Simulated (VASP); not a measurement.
# ScNb (P-6m2) in VASP: elastic constants with BLYP

Aim: the elastic constants of ScNb with BLYP.

All numbers are computed with VASP 6.6.1; they aren't measurements. Logs are shortened: lines on timing, memory, paths and dates and some standing lists are left out, and cuts for length are marked.

## (1) The cell of the first run

The structure is hexagonal, space group P-6m2 (No. 187). Conventional cell: a = 3.066 Å, b = 3.066 Å, c = 5.072 Å, α = 90.00°, β = 90.00°, γ = 120.00°. Within 4.0 Å of Nb (site symmetry -6m2) lie 6 Nb at 3.07 Å and 6 Sc at 3.09 Å. Within 4.0 Å of Sc (site symmetry -6m2) lie 6 Sc at 3.07 Å and 6 Nb at 3.09 Å.

## (2) Elastic constants, BLYP

Input file INCAR:

```
PREC     = Accurate       # precision mode
ENCUT    = 600            # plane-wave cutoff, eV
EDIFF    = 1E-8           # SCF threshold, eV
ISMEAR   = 1              # smearing method
SIGMA    = 0.1            # smearing width, eV
LREAL    = False          # projectors in reciprocal space
LASPH    = True           # aspherical terms in the spheres
NELM     = 60             # most SCF steps
ALGO     = Normal         # electronic algorithm
ISIF     = 3              # what is computed and relaxed
LWAVE    = False          # write WAVECAR
LCHARG   = False          # write CHGCAR
GGA      = B5             # functional
ALDAX    = 1.0          
AGGAX    = 1.0          
AGGAC    = 1.0          
ALDAC    = 0.0          
NBANDS   = 19             # bands
IBRION   = 6              # ionic algorithm
NFREE    = 2            
POTIM    = 0.015          # step
NSW      = 1              # ionic steps
```

Input file KPOINTS:

```
Automatic mesh
0
Gamma
  7 7 4
```

Input file POSCAR:

```
ScNb
1.0
    3.0656443612      0.0000000000      0.0000000000
   -1.5328221806      2.6549258957      0.0000000000
    0.0000000000      0.0000000000      5.0721940000
Nb Sc
1 1
Direct
    0.3333333333      0.6666666667      0.5000000000
    0.0000000000      0.0000000000      0.0000000000
```

Potentials or basis: VASP PAW PBE potentials, release 64 (Nb_sv, Sc_sv).

On the command line:

```console
$ cat potpaw_PBE.64/Nb_sv/POTCAR potpaw_PBE.64/Sc_sv/POTCAR > POTCAR
$ mpirun -np 1 vasp_std > vasp.out
```

OUTCAR:

```text
PREC = Accurate
   ENCUT = 600
   EDIFF = 1E-8
   ISMEAR = 1
   LREAL = False
   LASPH = True
   NELM = 60
   ISIF = 3
   GGA = B5
   IBRION = 6
   NFREE = 2
   POTIM = 0.015
   NSW = 1

 ion  position               nearest neighbor table
   1  0.333  0.667  0.500-   2 3.09   2 3.09   2 3.09   2 3.09   2 3.09   2 3.09
   2  0.000  0.000  0.000-   1 3.09   1 3.09   1 3.09   1 3.09   1 3.09   1 3.09

  LATTYP: Found a hexagonal cell.
 ALAT       =     3.0656443612
 C/A-ratio  =     1.6545278585

  Lattice vectors:

 A1 = (   3.0656443612,   0.0000000000,   0.0000000000)
 A2 = (  -1.5328221806,   2.6549258957,   0.0000000000)
 A3 = (   0.0000000000,   0.0000000000,   5.0721940000)

Analysis of symmetry for initial positions (statically):
=====================================================================
 Subroutine PRICEL returns:
 Original cell was already a primitive cell.

 Routine SETGRP: Setting up the symmetry group for a
 hexagonal supercell.

 Subroutine GETGRP returns: Found 12 space group operations
 (whereof 12 operations were pure point group operations)
 out of a pool of 24 trial point group operations.

The static configuration has the point symmetry D_3h.

Analysis of symmetry for dynamics (positions and initial velocities):
=====================================================================
 Subroutine PRICEL returns:
 Original cell was already a primitive cell.

 Routine SETGRP: Setting up the symmetry group for a
 hexagonal supercell.

 Subroutine GETGRP returns: Found 12 space group operations
 (whereof 12 operations were pure point group operations)
 out of a pool of 24 trial point group operations.

The dynamic configuration has the point symmetry D_3h.

 Subroutine INISYM returns: Found 12 space group operations
[... 336 lines left out ...]

 E-fermi :   7.6696     XC(G=0): -10.6596

 val. band max:        7.6592006450   @ k =   0.2857   0.1429   0.5000
 cond. band min:       7.6738810379   @ k =   0.0000   0.0000   0.2500
 fundamental gap:      0.0146803930
 Fermi energy:         7.6696394022

 k-point     1 :       0.0000    0.0000    0.0000
  band No.  band energies     occupation
      1     -46.8747      2.00000
      2     -41.2352      2.00000
      3     -23.1333      2.00000
      4     -22.6271      2.00000
      5     -22.6271      2.00000
      6     -19.9826      2.00000
[... 505 lines left out ...]
      6     -20.1754      2.00000
[... 11 lines left out ...]
     18      11.9254      0.00000
     19      14.1945      0.00000

 [... further k-points ...]
[... 5 lines left out ...]
  --------------------------------------------------------------------------------------
  -------------------------------------------------------------------------------------
  Total        0.7856848      0.7856848      0.4960876     -0.0000000     -0.0000000      0.0000000
  in kB       30.4922111     30.4922111     19.2530220     -0.0000000     -0.0000000      0.0000000
  external PRESSURE =      26.7458147 kB  Pullay stress =       0.0000000 kB
[... 17 lines left out ...]
  FREE ENERGIE OF THE ION-ELECTRON SYSTEM (eV)
  ---------------------------------------------------
  free  energy   TOTEN  =       -13.8586726719 eV

  energy  without entropy=      -13.8565854351  energy(sigma->0) =      -13.85797693

 INTERNAL STRAIN TENSORS FROM STRAINED CELLS
 ============================================

 INTERNAL STRAIN TENSOR FOR ION    1 for displacements in x,y,z  (eV/Angst):
          X           Y           Z          XY          YZ          ZX
  --------------------------------------------------------------------------------
  x     0.00000    -0.00000     0.00000     2.32896     0.00000     0.00000
  y     2.30557    -2.30851    -0.00000     0.00014     0.00005     0.00056
  z     0.00000     0.00000     0.00000     0.00000     0.00561     0.00000

 INTERNAL STRAIN TENSORS FROM DISPLACED ATOMS
 ============================================

 INTERNAL STRAIN TENSOR FOR ION    1 for displacements in x,y,z  (eV/Angst):
          X           Y           Z          XY          YZ          ZX
  --------------------------------------------------------------------------------
  x     0.00000     0.00000     0.00000     2.40434     0.00000     0.00000
  y     2.40434    -2.40434     0.00000     0.00000     0.00000     0.00000
  z     0.00000     0.00000     0.00000     0.00000     0.00000     0.00000

 INTERNAL STRAIN TENSOR FOR ION    2 for displacements in x,y,z  (eV/Angst):
          X           Y           Z          XY          YZ          ZX
  --------------------------------------------------------------------------------
  x     0.00000     0.00000     0.00000    -2.40467     0.00000     0.00000
  y    -2.40467     2.40467     0.00000    -0.00000     0.00000     0.00000
  z     0.00000     0.00000     0.00000    -0.00000     0.00000     0.00000

 Eigenvectors and eigenvalues of the dynamical matrix
 ----------------------------------------------------

   1 f  =    5.128458 THz    32.223049 2PiTHz  171.066930 cm-1    21.209587 meV
             X         Y         Z           dx          dy          dz
     -0.000000  1.769951  2.536097     0.000000    0.000000   -0.570920
      0.000000  0.000000  0.000000    -0.000000    0.000000    0.821006
[... 21 lines left out ...]
   6 f/i=    0.011643 THz     0.073158 2PiTHz    0.388383 cm-1     0.048153 meV
             X         Y         Z           dx          dy          dz
     -0.000000  1.769951  2.536097     0.817327   -0.012328    0.000000
      0.000000  0.000000  0.000000     0.575976   -0.008687    0.000000

--------------------------------------------------------------------------------------------------------

 ELASTIC MODULI CONTR FROM IONIC RELAXATION (kBar)
 Direction    XX          YY          ZZ          XY          YZ          ZX
 --------------------------------------------------------------------------------
 XX        -495.8724    495.8724      0.0000     -0.0000      0.0000      0.0000
 YY         495.8724   -495.8724      0.0000      0.0000      0.0000      0.0000
 ZZ           0.0000      0.0000      0.0000      0.0000      0.0000      0.0000
 XY          -0.0000      0.0000      0.0000   -495.8724      0.0000      0.0000
 YZ           0.0000      0.0000      0.0000      0.0000      0.0000      0.0000
 ZX           0.0000      0.0000      0.0000      0.0000      0.0000      0.0000
 --------------------------------------------------------------------------------

 TOTAL ELASTIC MODULI (kBar)
 Direction    XX          YY          ZZ          XY          YZ          ZX
 --------------------------------------------------------------------------------
 XX         554.0525   1766.3108    720.0661     -0.0000     -0.0000     -0.0000
 YY        1766.3108    554.0525    720.0661      0.0000      0.0000      0.0000
 ZZ         720.0661    720.0661   1561.5767      0.0000     -0.0000      0.0000
 XY          -0.0000      0.0000      0.0000   -606.1291      0.0000      0.0000
 YZ          -0.0000     -0.0000      0.0000      0.0000    305.8109      0.0000
 ZX           0.0000      0.0000      0.0000     -0.0000      0.0000    305.8104
 --------------------------------------------------------------------------------
```

stdout:

```text
POSCAR found type information on POSCAR NbSc
 POSCAR found :  2 types and       2 ions
 scaLAPACK will be used
 -----------------------------------------------------------------------------
|                                                                             |
|                                                                             |
|     You enforced a specific xc type in the INCAR file but a different       |
|     I HOPE YOU KNOW WHAT YOU ARE DOING!                                     |
|                                                                             |
[... 41 lines left out ...]
 Finite differences progress:
 bond charge predicted
 Finite differences progress:
 bond charge predicted
 Finite differences progress:
 bond charge predicted
 Finite differences progress:
 bond charge predicted
 Finite differences progress:
 bond charge predicted
 Finite differences progress:
```

Run time: 12 min. Hardware: 1 thread of Intel Xeon Platinum 8259CL at 2.50GHz (Skylake/Cascade Lake), shared host; peak memory 0.29 GiB.

Results:

| Property | Result |
| --- | --- |
| Voigt bulk modulus | 101 GPa |
| Highest phonon frequency at Γ | 171 cm⁻¹ |

Phonon frequencies in cm⁻¹ (negative: imaginary):
| q point | frequencies |
| --- | --- |
| (0.000, 0.000, 0.000) | 0 0 0 64 64 171 |

Elastic tensor in Voigt notation (GPa, in the Cartesian axes of the cell as first typed):
```
 55 177  72   0   0   0
177  55  72   0   0   0
 72  72 156   0   0   0
  0   0   0  31   0   0
  0   0   0   0  31   0
  0   0   0   0   0 -61
```

Clamped-ion elastic tensor (GPa):
```
105 127  72   0   0   0
127 105  72   0   0   0
 72  72 156   0   0   0
  0   0   0  31   0   0
  0   0   0   0  31   0
  0   0   0   0   0 -11
```

Caveat: the cell is under stress, which shifts elastic constants; the elastic tensor has a negative eigenvalue, so either the cell is unstable as it stands or the mesh is too thin; the PAW data sets were made with another functional, which shifts forces and pressure a little.
